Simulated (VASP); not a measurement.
Crystal: FeO.

```xyz
4
Lattice="1.5188 0.8769 2.5196 -1.5188 0.8769 2.5196 0.0000 -3.5076 5.0392" Properties=species:S:1:pos:R:3 pbc="T T T"
Fe    0.0000    0.0000    0.0000
Fe    0.0000   -1.7538    2.5196
O     0.0000    0.0000    3.7794
O     0.0000   -1.7538    6.2989
```

Base run:

- Program: VASP 6.6.1
- Functional: PBE
- Potentials or basis: VASP PAW PBE potentials, release 64 (Fe, O)
- Cutoff: 520 eV
- k mesh: 9 × 9 × 5
- Occupations: fermi-dirac, width 0.05 eV
- Spin: collinear spin, antiferromagnetic start
- Starting moments: [4.0, -4.0, 0.0, 0.0] μB
- Hubbard terms: Fe d U = 4.0 eV

Its results: band gap on the k mesh zero (filled and empty bands overlap); pressure 1.7 GPa; net moment 0.00 μB per cell; site moments Fe +3.71, -3.71; O +0.00 μB.

Task: The run is repeated on the same cell with these changes: spin from collinear spin, antiferromagnetic start to collinear spin, ferromagnetic start; moments at the start from [4.0, -4.0, 0.0, 0.0] to [4.0, 4.0, 0.0, 0.0]. What comes out?

Result: Band gap on the k mesh zero (filled and empty bands overlap); pressure -1.3 GPa; net moment 8.00 μB per cell; site moments Fe +3.81; O +0.21 μB.

Caveats: the stress differs along the axes, from -1 to 6 GPa (at least some runs); the run started ferromagnetic, and an antiferromagnetic order may lie lower in energy (at least some runs).
